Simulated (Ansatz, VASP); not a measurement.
**Ti3As4 in VASP and in Ansatz**

```
CELL_PARAMETERS angstrom
4.04523 0.00000 0.00000
0.00000 4.04523 0.00000
0.00000 0.00000 9.55093
ATOMIC_POSITIONS crystal
Ti 0.00000 0.00000 0.83095
Ti 0.50000 0.50000 0.50000
Ti 0.00000 0.00000 0.16905
As 0.50000 0.00000 0.65118
As 0.00000 0.50000 0.34882
As 0.50000 0.00000 0.00818
As 0.00000 0.50000 0.99182
```

Change from the starting cell: ordered vacancies on the cation sites of zinc blende (P-4m2, No. 115).

Alike in both runs: functional PBE; k mesh 4 × 4 × 2; occupations gaussian, width 0.1 eV; no spin polarisation.

Ansatz relaxed the structure, and its values are those at the end. VASP's run is a single point on that final structure, the one shown.

|  | VASP | Ansatz |
| --- | --- | --- |
| version | VASP 6.6.1 | Ansatz 0.2.0 |
| potentials or method | VASP PAW PBE potentials, release 64 (Ti_sv, As), cutoff 520 eV | scalar-relativistic, plane waves, PAW |
| valence electrons in the cell | 56 | 96 |

```tsv
	VASP	Ansatz	Ansatz less VASP
gap on the k mesh at the Fermi level (eV)	none	none	-
pressure (GPa)	0.1	0.0	-0.15
rms of the force components (eV/Å)	0.011	0.006	-0.0045
```

A gap of «none» marks a metal or a gap that the smearing closes. VASP's potentials hold 56 valence electrons a cell and Ansatz's 96, so a difference there can come from the potentials and not from the codes.

The k mesh is coarse, so the values compare programs but aren't converged.
